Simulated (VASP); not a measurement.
Ga:

```
Ga
1.0
     0.00000    2.31618    2.31618
     2.31618    0.00000    2.31618
     2.31618    2.31618    0.00000
Ga
2
Direct
  0.87500 0.87500 0.87500
  0.12500 0.12500 0.12500
```

This cell differs from its parent crystal: volume scaled by 0.52.

Base run:

```yaml
Program: VASP 6.6.1
Functional: PBEsol
Potentials_or_basis: VASP PAW PBE potentials, release 64 (Ga_d)
Cutoff: 520 eV
k_mesh: 13 × 13 × 13
Occupations: fermi-dirac, width 0.08 eV
Spin: no spin polarisation
```

Its results: band gap on the k mesh zero (band 13 reaches 15.00 eV, above the bottom of band 14 at 6.19 eV); pressure 129.9 GPa.

**Question.** The run is repeated on the same cell with these changes: dispersion from none to D4. What comes out?

**Answer.** Band gap on the k mesh zero (band 13 reaches 15.00 eV, above the bottom of band 14 at 6.19 eV); pressure 125.1 GPa.

Dispersion adds attraction, which lowers the pressure at fixed volume and, as a term added to the energy, leaves the levels alone.

Caveats: the PAW data sets were made with another functional, which shifts forces and pressure a little; pairwise dispersion overbinds metals, which lowers pressure and volume (some runs).
